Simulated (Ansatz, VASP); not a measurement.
H in VASP and in Ansatz

Contents of INCAR:

```
SYSTEM = H
PREC     = Accurate       ! precision mode
ENCUT    = 600            ! plane-wave cutoff, eV
EDIFF    = 1E-7           ! SCF threshold, eV
ISMEAR   = 0              ! smearing method
SIGMA    = 0.02           ! smearing width, eV
LREAL    = .FALSE.        ! projectors in reciprocal space
LASPH    = .TRUE.         ! aspherical terms in the spheres
NELM     = 60             ! most SCF steps
ALGO     = Normal         ! electronic algorithm
ISIF     = 3              ! what is computed and relaxed
LWAVE    = .FALSE.        ! write WAVECAR
LCHARG   = .FALSE.        ! write CHGCAR
GGA      = PS             ! functional
IBRION   = 2              ! ionic algorithm
NSW      = 100            ! ionic steps
EDIFFG   = -0.01          ! ionic threshold
```

KPOINTS

```
Automatic mesh
0
G
  6 6 6
  0 0 0
```

The input POSCAR:

```
H
1.0
    3.8254531732      0.0000000000      0.0000000000
    0.0000000000      3.8254531732      0.0000000000
    0.0000000000      0.0000000000      3.6233397705
H
4
Direct
    0.9298142948      0.9298142948      0.5000000000
    0.0701857052      0.0701857052      0.5000000000
    0.5701857052      0.4298142948      0.0000000000
    0.4298142948      0.5701857052      0.0000000000
```

Input for Ansatz:

```yaml
crystal:
  lattice:
    - [3.8254531732, 0.0, 0.0]
    - [0.0, 3.8254531732, 0.0]
    - [0.0, 0.0, 3.6233397705]
  atoms:
    - { symbol: H, position: [0.9298142948, 0.9298142948, 0.5] }
    - { symbol: H, position: [0.0701857052, 0.0701857052, 0.5] }
    - { symbol: H, position: [0.5701857052, 0.4298142948, 0.0] }
    - { symbol: H, position: [0.4298142948, 0.5701857052, 0.0] }
basis:
  ecutwfc: 420
kpoints:
  mp_grid: { grid: [6, 6, 6] }
hamiltonian:
  xc: pbesol
scf:
  occupations: { method: gaussian, width: 0.02 }
output:
  forces: true
  stress: true
  eigenvalues: true
relax:
  adjacent_minimum: "off"
  f_tol: 0.01
  max_steps: 80
  cell: { stress_tol: 0.05 }
```

Change from the starting cell: the structure that the rattled fcc type (Fm-3m, No. 225) fell into.

Alike in both runs: task relaxation of cell and atoms; functional PBEsol; k mesh 6 × 6 × 6; occupations gaussian, width 0.02 eV; no spin polarisation.

```csv
,VASP,Ansatz
version,VASP 6.6.1,Ansatz 0.2.0
potentials or method,"VASP PAW PBE potentials, release 64 (H), cutoff 600 eV","scalar-relativistic, plane waves, PAW"
valence electrons in the cell,4,4
```

|  | VASP | Ansatz | Ansatz less VASP |
| --- | --- | --- | --- |
| gap on the k mesh at the Fermi level, each at its own relaxed structure (eV) | 8.65 | 8.65 | +0.001 |
| relaxed volume (Å³/atom) | 13.26 | 13.26 | 0.000 |
| relaxed length of the cell vector where the two differ most in proportion (Å) | 3.825 | 3.825 | 0.0000 |

VASP's potentials were made for PBE, not for PBEsol.

Noted on VASP's run: the relaxation stopped at its first step, so nothing moved.
